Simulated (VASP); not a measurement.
# Mg3CdS2 (P-6m2) in VASP: a series of runs

Runs on Mg3CdS2. Level: PBE. Tasks: single point, relaxation of cell and atoms.

Program: VASP 6.6.1. These are calculated values, not measurements. Logs are shortened: lines on timing, memory, paths and dates and some standing lists are left out, and cuts for length are marked.

### Step 1. The cell of the first run

Symmetry: P-6m2, No. 187, hexagonal system. The conventional cell has a = 4.641 Å, b = 4.641 Å, c = 7.225 Å, α = 90.00°, β = 90.00°, γ = 120.00°. Within 3.5 Å of Mg (site symmetry -6m2) lie 3 Mg at 2.68 Å and 6 S at 3.10 Å. Within 3.5 Å of Mg (site symmetry -6m2) lie 3 Cd at 2.68 Å and 6 S at 3.37 Å. Within 3.5 Å of Mg (site symmetry -6m2) lie 3 Mg at 2.68 Å and 6 S at 3.10 Å. Cd (site symmetry -6m2) has 3 Mg at 2.68 Å and 6 S at 3.37 Å within 3.5 Å. S (site symmetry 3m) has 9 Mg at 3.10 to 3.37 Å and 2 S at 3.13 to 4.09 Å and 3 Cd at 3.37 Å within 4.1 Å.

### Step 2. Single point, PBE

Input file INCAR:

```
SYSTEM = Mg3CdS2
ALGO = Normal
EDIFF = 1E-7
ENCUT = 520
GGA = PE
ISIF = 2
ISMEAR = 0
LASPH = .TRUE.
LCHARG = .FALSE.
LREAL = .FALSE.
LWAVE = .FALSE.
NBANDS = 24
NELM = 60
PREC = Accurate
SIGMA = 0.1
```

Input file KPOINTS:

```
k-points
0
G
  6 6 4
  0 0 0
```

Input file POSCAR:

```
Mg3CdS2
1.0
    4.6408702260      0.0000000000      0.0000000000
   -2.3204351130      4.0191115114      0.0000000000
    0.0000000000      0.0000000000      7.2246770878
Mg Cd S
3 1 2
Direct
    0.0000000000      0.0000000000      0.5000000000
    0.3333333333      0.6666666667      0.0000000000
    0.3333333333      0.6666666667      0.5000000000
    0.0000000000      0.0000000000      0.0000000000
    0.6666666667      0.3333333333      0.2832665921
    0.6666666667      0.3333333333      0.7167334079
```

Potentials or basis: VASP PAW PBE potentials, release 64 (Mg, Cd, S).

On the command line:

```
cat potpaw_PBE.64/Mg/POTCAR potpaw_PBE.64/Cd/POTCAR potpaw_PBE.64/S/POTCAR > POTCAR
mpirun -np 1 vasp_std > vasp.out
```

OUTCAR:

```text
SYSTEM = Mg3CdS2
   EDIFF = 1E-7
   ENCUT = 520
   GGA = PE
   ISIF = 2
   ISMEAR = 0
   LASPH = .TRUE.
   LREAL = .FALSE.
   NELM = 60
   PREC = Accurate

 ion  position               nearest neighbor table
   1  0.000  0.000  0.500-   3 2.68   3 2.68   3 2.68   6 3.10   5 3.10   6 3.10   5 3.10   6 3.10
                             5 3.10   4 3.61   4 3.61
   2  0.333  0.667  0.000-   4 2.68   4 2.68   4 2.68   3 3.61   3 3.61
   3  0.333  0.667  0.500-   1 2.68   1 2.68   1 2.68   5 3.10   6 3.10   5 3.10   6 3.10   6 3.10
                             5 3.10   2 3.61   2 3.61
   4  0.000  0.000  0.000-   2 2.68   2 2.68   2 2.68   1 3.61   1 3.61
   5  0.667  0.333  0.283-   3 3.10   1 3.10   3 3.10   1 3.10   1 3.10   3 3.10
   6  0.667  0.333  0.717-   3 3.10   1 3.10   3 3.10   1 3.10   1 3.10   3 3.10

  LATTYP: Found a hexagonal cell.
 ALAT       =     4.6408702260
 C/A-ratio  =     1.5567505093

  Lattice vectors:

 A1 = (   4.6408702260,   0.0000000000,   0.0000000000)
 A2 = (  -2.3204351130,   4.0191115114,   0.0000000000)
 A3 = (   0.0000000000,   0.0000000000,   7.2246770878)

Analysis of symmetry for initial positions (statically):
=====================================================================
 Subroutine PRICEL returns:
 Original cell was already a primitive cell.

 Routine SETGRP: Setting up the symmetry group for a
 hexagonal supercell.

 Subroutine GETGRP returns: Found 12 space group operations
 (whereof 12 operations were pure point group operations)
 out of a pool of 24 trial point group operations.

The static configuration has the point symmetry D_3h.

Analysis of symmetry for dynamics (positions and initial velocities):
=====================================================================
 Subroutine PRICEL returns:
 Original cell was already a primitive cell.

 Routine SETGRP: Setting up the symmetry group for a
 hexagonal supercell.

 Subroutine GETGRP returns: Found 12 space group operations
 (whereof 12 operations were pure point group operations)
 out of a pool of 24 trial point group operations.

The dynamic configuration has the point symmetry D_3h.

 Subroutine INISYM returns: Found 12 space group operations
 (whereof 12 operations are pure point group operations),
 and found     1 'primitive' translations

----------------------------------------------------------------------------------------

                                     Primitive cell

  volume of cell :     134.7559

  direct lattice vectors                    reciprocal lattice vectors
     4.640870226  0.000000000  0.000000000     0.215476829  0.124405605  0.000000000
    -2.320435113  4.019111511  0.000000000     0.000000000  0.248811210  0.000000000
     0.000000000  0.000000000  7.224677088     0.000000000  0.000000000  0.138414491

  length of vectors
     4.640870226  4.640870226  7.224677088     0.248811210  0.248811210  0.138414491

  position of ions in fractional coordinates (direct lattice)
     0.000000000  0.000000000  0.500000000
     0.333333333  0.666666667  0.000000000
     0.333333333  0.666666667  0.500000000
     0.000000000  0.000000000  0.000000000
     0.666666667  0.333333333  0.283266592
     0.666666667  0.333333333  0.716733408

  ion indices of the primitive-cell ions
   primitive index   ion index
                 1           1
                 2           2
                 3           3
                 4           4
                 5           5
                 6           6

----------------------------------------------------------------------------------------

 KPOINTS: k-points

Automatic generation of k-mesh.
 Grid dimensions read from file:
 generate k-points for:    6    6    4

 Generating k-lattice:

  Cartesian coordinates                     Fractional coordinates (reciprocal lattice)
     0.035912805  0.020734268  0.000000000     0.166666667  0.000000000  0.000000000
     0.000000000  0.041468535  0.000000000     0.000000000  0.166666667  0.000000000
     0.000000000  0.000000000  0.034603623     0.000000000  0.000000000  0.250000000

  Length of vectors
     0.041468535  0.041468535  0.034603623

  Shift w.r.t. Gamma in fractional coordinates (k-lattice)
     0.000000000  0.000000000  0.000000000

 Subroutine IBZKPT returns following result:
 ===========================================

 Found     21 irreducible k-points:

 Following reciprocal coordinates:
            Coordinates               Weight
  0.000000  0.000000  0.000000      1.000000
  0.166667 -0.000000  0.000000      6.000000
  0.333333 -0.000000  0.000000      6.000000
  0.500000 -0.000000  0.000000      3.000000
  0.166667  0.166667  0.000000      6.000000
  0.333333  0.166667  0.000000     12.000000
[... 13 lines left out ...]
  0.333333  0.166667  0.500000     12.000000
  0.333333  0.333333  0.500000      2.000000
   k-points           NKPTS =     21   k-points in BZ     NKDIM =     21   number of bands    NBANDS=     24
   number of dos      NEDOS =    301   number of ions     NIONS =      6
   total plane-waves  NPLWV =  69984
   dimension x,y,z NGX =    36 NGY =   36 NGZ =   54
   dimension x,y,z NGXF=    72 NGYF=   72 NGZF=  108
   ions per type =               3   1   2
   NGX,Y,Z   is equivalent  to a cutoff of  12.90, 12.90, 12.43 a.u.
   NGXF,Y,Z  is equivalent  to a cutoff of  25.79, 25.79, 24.85 a.u.
 SYSTEM =  Mg3CdS2
   PREC   = accura    normal or accurate (medium, high low for compatibility)
   ISTART =      0    job   : 0-new  1-cont  2-samecut
   ICHARG =      2    charge: 1-file 2-atom 10-const
   ISPIN  =      1    spin polarized calculation?
   LNONCOLLINEAR =      F non collinear calculations
   LSORBIT =      F    spin-orbit coupling
   LASPH  =      T    aspherical Exc in radial PAW
   ENCUT  =  520.0 eV  38.22 Ry    6.18 a.u.   8.63  8.63 13.43*2*pi/ulx,y,z
   NELM   =     60;   NELMIN=  2; NELMDL= -5     # of ELM steps
   EDIFF  = 0.1E-06   stopping-criterion for ELM
   LREAL  =      F    real-space projection
   EDIFFG = 0.1E-05   stopping-criterion for IOM
   NSW    =      0    number of steps for IOM
   IBRION =     -1    ionic relax: 0-MD 1-quasi-New 2-CG
   NFREE  =      0    steps in history (QN), initial steepest desc. (CG)
   ISIF   =      2    stress and relaxation
   ISYM   =      2    0-nonsym 1-usesym 2-fastsym
   POTIM  = 0.5000    time-step for ionic-motion
   TEBEG  =    0.0;   TEEND  =   0.0 temperature during run
   PSTRESS=    0.0 pullay stress
   NELECT =      30.0000    total number of electrons
   NUPDOWN=      -1.0000    fix difference up-down
   EMIN   =  10.00;   EMAX   =-10.00  energy-range for DOS
   EFERMI =   0.00;   METHOD = LEGACY
   ISMEAR =     0;   SIGMA  =   0.10  broadening in eV -4-tet -1-fermi 0-gaus
   EFERMI_NEDOS =   21; number of points for ismear=-14 and -15
   IALGO  =     38    algorithm
   IMIX   =      4    mixing-type and parameters
     AMIX     =   0.40;   BMIX     =  1.00
     AMIX_MAG =   1.60;   BMIX_MAG =  1.00
  volume/ion in A,a.u.               =      22.46       151.56
  Fermi-wavevector in a.u.,A,eV,Ry     =   0.992200  1.874986 13.394406  0.984461
  Thomas-Fermi vector in A             =   2.123995
   LORBIT       =      0    0 simple, 1 ext, 2 COOP (PROOUT), +10 PAW based schemes
   GGA     = PE    functional components
   LHFCALC =     F    Hartree Fock is set to
   AEXX    =    0.0000 exact exchange contribution
   IVDW    =     0    specifies the selected vdW correction
   LEPSILON=     F    determine dielectric tensor
   LRPA    =     F    only Hartree local field effects (RPA)
 non-spin polarized calculation
 Gauss-broadening in eV      SIGMA  =   0.10
  energy-cutoff  :      520.00
  volume of cell :      134.76
 maximum number of plane-waves:      3650
 NGX is ok and might be reduce to    36
   NGX = 17   NGY = 17   NGZ = 27

 number of electron      30.0000002 magnetization

 Free energy of the ion-electron system (eV)
  ---------------------------------------------------
  ext. energy  EPLUGINS =         0.00000000
  ---------------------------------------------------
  free energy    TOTEN  =       -12.91393447 eV

  energy without entropy =      -12.90284788  energy(sigma->0) =      -12.90839117

 E-fermi :   3.3017     XC(G=0):  -9.1251

 val. band max:        3.2812754281   @ k =   0.5000  -0.0000   0.5000
 cond. band min:       3.3392858852   @ k =   0.3333   0.3333   0.5000
 fundamental gap:      0.0580104571
 Fermi energy:         3.3017305913

 k-point     1 :       0.0000    0.0000    0.0000
  band No.  band energies     occupation
      1      -9.6147      2.00000
      2      -8.7909      2.00000
      3      -5.6260      2.00000
      4      -5.6260      2.00000
      5      -5.5142      2.00000
      6      -5.4005      2.00000
[... 16 lines left out ...]
     23       7.8689      0.00000
     24       8.3769      0.00000

 k-point     2 :       0.1667   -0.0000    0.0000
  band No.  band energies     occupation
      1      -9.5486      2.00000
      2      -8.7564      2.00000
      3      -5.6332      2.00000
      4      -5.6083      2.00000
      5      -5.4930      2.00000
      6      -5.4047      2.00000
[... 16 lines left out ...]
     23       8.6229      0.00000
     24       8.9899      0.00000

 k-point     3 :       0.3333   -0.0000    0.0000
  band No.  band energies     occupation
      1      -9.4085      2.00000
      2      -8.6852      2.00000
      3      -5.6458      2.00000
      4      -5.5721      2.00000
      5      -5.4516      2.00000
      6      -5.4130      2.00000
[... 16 lines left out ...]
     23       9.3164      0.00000
     24       9.5803      0.00000
[... 433 lines left out ...]
 k-point    20 :       0.3333    0.1667    0.5000
  band No.  band energies     occupation
      1      -9.2620      2.00000
      2      -8.7487      2.00000
      3      -5.6275      2.00000
      4      -5.5624      2.00000
      5      -5.4355      2.00000
      6      -5.4316      2.00000
[... 16 lines left out ...]
     23       7.8250      0.00000
     24      10.4496      0.00000

 k-point    21 :       0.3333    0.3333    0.5000
  band No.  band energies     occupation
      1      -9.2310      2.00000
      2      -8.7213      2.00000
      3      -5.6130      2.00000
      4      -5.5624      2.00000
      5      -5.4494      2.00000
      6      -5.4274      2.00000
[... 16 lines left out ...]
     23       7.5322      0.00000
     24      10.5539      0.00000

------------------------ aborting loop because EDIFF is reached ----------------------------------------

  FORCE on cell =-STRESS in cart. coord.  units (eV):
  Direction    XX          YY          ZZ          XY          YZ          ZX
  --------------------------------------------------------------------------------------
  -------------------------------------------------------------------------------------
  Total       -0.0577398     -0.0577398      0.0823140      0.0000000      0.0000000     -0.0000000
  in kB       -0.6864960     -0.6864960      0.9786699      0.0000000      0.0000000     -0.0000000
  external PRESSURE =      -0.1314407 kB  Pullay stress =       0.0000000 kB

 VOLUME and BASIS-vectors are now :
 -----------------------------------------------------------------------------
  energy-cutoff  :      520.00
  volume of cell :      134.76
      direct lattice vectors                 reciprocal lattice vectors
     4.640870226  0.000000000  0.000000000     0.215476829  0.124405605  0.000000000
    -2.320435113  4.019111511  0.000000000     0.000000000  0.248811210  0.000000000
     0.000000000  0.000000000  7.224677088     0.000000000  0.000000000  0.138414491

 POSITION                                       TOTAL-FORCE (eV/Angst)
 -----------------------------------------------------------------------------------
      0.00000      0.00000      3.61234        -0.000000      0.000000      0.000000
     -0.00000      2.67941      0.00000         0.000000     -0.000000      0.000000
     -0.00000      2.67941      3.61234        -0.000000     -0.000000      0.000000
      0.00000      0.00000      0.00000         0.000000      0.000000      0.000000
      2.32044      1.33970      2.04651        -0.000000      0.000000      0.008206
      2.32044      1.33970      5.17817        -0.000000      0.000000     -0.008206
 -----------------------------------------------------------------------------------
    total drift:                               -0.000001      0.000000      0.000000

  FREE ENERGIE OF THE ION-ELECTRON SYSTEM (eV)
  ---------------------------------------------------
  free  energy   TOTEN  =       -12.9139344667 eV

  energy  without entropy=      -12.9028478816  energy(sigma->0) =      -12.90839117
```

It took 58 s on 1 thread of Intel Xeon 6975P-C, shared host; peak memory 0.28 GiB.

What came out:

- Free energy: -12.9139 eV
- Pressure: 0.0 GPa
- Largest force: 0.008 eV/Å
- Band gap on the k mesh: zero (band 15 reaches 3.39 eV, above the bottom of band 16 at 3.22 eV)

Forces on the atoms (eV/Å):
```
Mg   0.000  0.000  0.000
Mg   0.000  0.000  0.000
Mg   0.000  0.000  0.000
Cd   0.000  0.000  0.000
S    0.000  0.000  0.008
S    0.000  0.000 -0.008
```

### Step 3. Relaxation of cell and atoms, PBE

This run uses another cell than the first one, of 19.46 Å³/atom, 0.866 times its volume.

Input file INCAR:

```
  ALGO = Normal
  EDIFF = 1E-7
  EDIFFG = -0.04
  ENCUT = 600
  GGA = PE
  IBRION = 2
  ISIF = 3
  ISMEAR = 0
  LASPH = True
  LCHARG = False
  LREAL = False
  LWAVE = False
  NELM = 60
  NSW = 90
  PREC = Accurate
  SIGMA = 0.1
```

Input file KPOINTS:

```
k-points
0
Gamma
  6 6 2
```

Input file POSCAR:

```
Mg3CdS2
1.0
    4.1628048400      0.0000000000      0.0000000000
   -2.0814024200      3.6050947500      0.0000000000
    0.0000000000      0.0000000000      7.7805815200
Mg Cd S
3 1 2
Direct
    0.0000000000      0.0000000000      0.5000000000
    0.3333333300      0.6666666700      0.0000000000
    0.3333333300      0.6666666700      0.5000000000
    0.0000000000      0.0000000000      0.0000000000
    0.6666666700      0.3333333300      0.2354539900
    0.6666666700      0.3333333300      0.7645460100
```

Potentials or basis: VASP PAW PBE potentials, release 64 (Mg, Cd, S).

On the command line:

```
cat potpaw_PBE.64/Mg/POTCAR potpaw_PBE.64/Cd/POTCAR potpaw_PBE.64/S/POTCAR > POTCAR
mpirun -np 1 vasp_std > vasp.out
```

It took 7.5 min on 1 thread of Intel Xeon 6975P-C, shared host; peak memory 0.31 GiB.

Results (log left out):

| Quantity | Value |
| --- | --- |
| Free energy | -12.8532 eV |
| Relaxed volume | 22.33 Å³/atom |
| Relaxed cell | a = 4.644 Å, b = 4.644 Å, c = 7.172 Å, α = 90.00°, β = 90.00°, γ = 120.00° |
| Space group after relaxing (to 0.05 Å) | P-6m2 (No. 187) |
| Energy gained by relaxing | 307.1 meV/atom |
| Ionic steps | 15 |
| Pressure after relaxing | 0.1 GPa |
| Band gap on the k mesh | zero (band 15 reaches 3.45 eV, above the bottom of band 16 at 3.26 eV) |

Stress tensor (GPa, compression positive):
```
0.05 0.00 0.00
0.00 0.05 0.00
0.00 0.00 0.15
```

The path:
| step | energy change (eV) | largest force (eV/Å) | pressure (GPa) | volume (Å³) |
| --- | --- | --- | --- | --- |
| 1 | 0.0000 | 0.7830 | 12.12 | 116.77 |
| 2 | -1.3971 | 0.4444 | -0.91 | 142.89 |
| 3 | -1.4024 | 0.4343 | -1.61 | 145.46 |
| 4 | -1.4026 | 0.4362 | -1.45 | 144.85 |
| 5 | -1.5197 | 0.5419 | -1.19 | 141.36 |
| 6 | -1.7421 | 0.4941 | 0.09 | 130.62 |
| 7 | -1.7420 | 0.4654 | 0.26 | 129.74 |
| 8 | -1.7760 | 0.2744 | 0.31 | 129.53 |
| 9 | -1.7915 | 0.0044 | 0.48 | 129.27 |
| 10 | -1.8221 | 0.0393 | 0.09 | 131.68 |
| 11 | -1.8380 | 0.1296 | -0.38 | 135.41 |
| 12 | -1.8385 | 0.1107 | -0.30 | 134.72 |
| 13 | -1.8408 | 0.0609 | 0.30 | 133.29 |
| 14 | -1.8412 | 0.0744 | 0.13 | 133.69 |
| 15 | -1.8428 | 0.0010 | 0.09 | 133.98 |

Final structure:
```
Mg Cd S
1.0
     4.64449    0.00000    0.00000
    -2.32225    4.02225    0.00000
     0.00000    0.00000    7.17194
Mg Cd S
3 1 2
Direct
  0.00000 0.00000 0.50000
  0.33333 0.66667 0.00000
  0.33333 0.66667 0.50000
  0.00000 0.00000 0.00000
  0.66667 0.33333 0.27957
  0.66667 0.33333 0.72043
```

Levels at points of the mesh, in eV from the Fermi level:
| k point | band 12 | band 13 | band 14 | band 15 | band 16 | band 17 | band 18 | band 19 |
| --- | --- | --- | --- | --- | --- | --- | --- | --- |
| (0.00, 0.00, 0.00) | -2.09 | -2.09 | -1.19 | -0.09 | 0.26 | 1.31 | 1.31 | 3.37 |
| (0.50, 0.00, 0.00) | -2.72 | -2.38 | -1.77 | -0.81 | 1.03 | 1.49 | 1.52 | 1.68 |
| (0.00, 0.00, 0.50) | -2.28 | -2.28 | -1.89 | -0.94 | 1.74 | 1.74 | 2.33 | 2.33 |
| (0.50, 0.00, 0.50) | -2.99 | -2.86 | -1.01 | -0.83 | -0.04 | 0.64 | 2.43 | 3.10 |

Caveat: the k points lie up to 0.44 Å⁻¹ apart in the final cell.

### Step 4. Single point, PBE

This run uses another cell than the first one, of 22.66 Å³/atom, 1.009 times its volume.

Input file INCAR:

```
PREC = Accurate ; ENCUT = 520
EDIFF = 1E-7 ; ISMEAR = 0
SIGMA = 0.1 ; LREAL = F
LASPH = T ; NELM = 100
ALGO = Normal ; ISIF = 2
LWAVE = F ; LCHARG = F
GGA = PE ; NBANDS = 24
```

Input file KPOINTS:

```
Automatic mesh
0
Gamma
  12 12 6
```

Input file POSCAR:

```
Mg3CdS2
1.0
    4.6291436734      0.0000000000      0.0000000000
   -2.3145718367      4.0089560189      0.0000000000
    0.0000000000      0.0000000000      7.3263075492
Mg Cd S
3 1 2
Direct
    0.0000000000      0.0000000000      0.5000000000
    0.3333333333      0.6666666667      0.0000000000
    0.3333333333      0.6666666667      0.5000000000
    0.0000000000      0.0000000000      0.0000000000
    0.6666666667      0.3333333333      0.2895927887
    0.6666666667      0.3333333333      0.7104072113
```

On the command line:

```
cat potpaw_PBE.64/Mg/POTCAR potpaw_PBE.64/Cd/POTCAR potpaw_PBE.64/S/POTCAR > POTCAR
mpirun -np 1 vasp_std > vasp.out
```

Wall time 3.7 min (1 thread of Intel Xeon 6975P-C, shared host); peak memory 0.42 GiB.

Results (log left out):

- Free energy: -12.9518 eV
- Pressure: -0.1 GPa
- Largest force: 0.013 eV/Å
- Band gap on the k mesh: zero (band 15 reaches 3.40 eV, above the bottom of band 16 at 3.13 eV)

Forces on the atoms (eV/Å):
```
Mg   0.000  0.000  0.000
Mg   0.000  0.000  0.000
Mg   0.000  0.000  0.000
Cd   0.000  0.000  0.000
S    0.000  0.000  0.013
S    0.000  0.000 -0.013
```

Levels at points of the mesh, in eV from the Fermi level:
```tsv
k point	band 11	band 12	band 13	band 14	band 15	band 16	band 17	band 18	band 19	band 20
(0.00, 0.00, 0.00)	-2.99	-2.06	-2.06	-1.26	0.00	0.02	1.37	1.37	3.34	3.34
(0.50, 0.00, 0.00)	-3.63	-2.83	-2.36	-1.75	-0.82	0.82	1.51	1.58	1.72	3.67
(0.00, 0.00, 0.50)	-2.91	-2.19	-2.19	-1.97	-0.76	1.71	1.71	2.48	2.48	2.59
(0.50, 0.00, 0.50)	-3.42	-2.91	-2.74	-1.17	-0.85	-0.02	0.71	2.29	3.18	3.41
```

(Part 1 of 2 ends here.)
